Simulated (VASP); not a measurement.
Write the native input for VASP 6.6.1 that does the following.

| Property | Result |
| --- | --- |
| Task | single point |
| Functional | revPBE |
| Potentials or basis | VASP PAW PBE potentials, release 64 (Si) |
| Cutoff | 500 eV |
| k mesh | 10 × 10 × 10 |
| Occupations | fermi-dirac, width 0.05 eV |
| Spin | no spin polarisation |
| Dipole correction | no |
| Further INCAR settings | ALGO = Normal; EDIFF = 1e-06; NBANDS = 11 |

The structure of Si lies in POSCAR:

```
Si
1.0
    0.0000000000      2.7135600000      2.7135600000
    2.7135600000      0.0000000000      2.7135600000
    2.7135600000      2.7135600000      0.0000000000
Si
2
Direct
    0.7500000000      0.7500000000      0.7500000000
    0.5000000000      0.5000000000      0.5000000000
```

The input as run:

INCAR

```
SYSTEM = Si
  PREC = Accurate
  ENCUT = 500
  EDIFF = 1E-6
  ISMEAR = -1
  SIGMA = 0.05
  LREAL = .False.
  LASPH = .True.
  NELM = 120
  ALGO = Normal
  ISIF = 2
  LWAVE = .False.
  LCHARG = .True.
  GGA = RE
  LELF = .True.
  LVHAR = .True.
  NBANDS = 11
  GGA_COMPAT = .False.
```

KPOINTS

```
regular mesh
0
Gamma
  10 10 10
  0 0 0
```

Potentials or basis: VASP PAW PBE potentials, release 64 (Si).

Command:

```bash
$ cat potpaw_PBE.64/Si/POTCAR > POTCAR
$ mpirun -np 1 vasp_std > vasp.out
```

Results of the run:

```yaml
Pressure: 3.2 GPa
Band_gap_on_the_k_mesh: 0.62 eV (least direct gap 2.57 eV)
```

Caveat: the cell stands under pressure; the PAW data sets were made with another functional, which shifts forces and pressure a little.

It took 39 s on 1 thread of Intel Xeon 8259CL (shared host), peak memory 0.15 GiB.
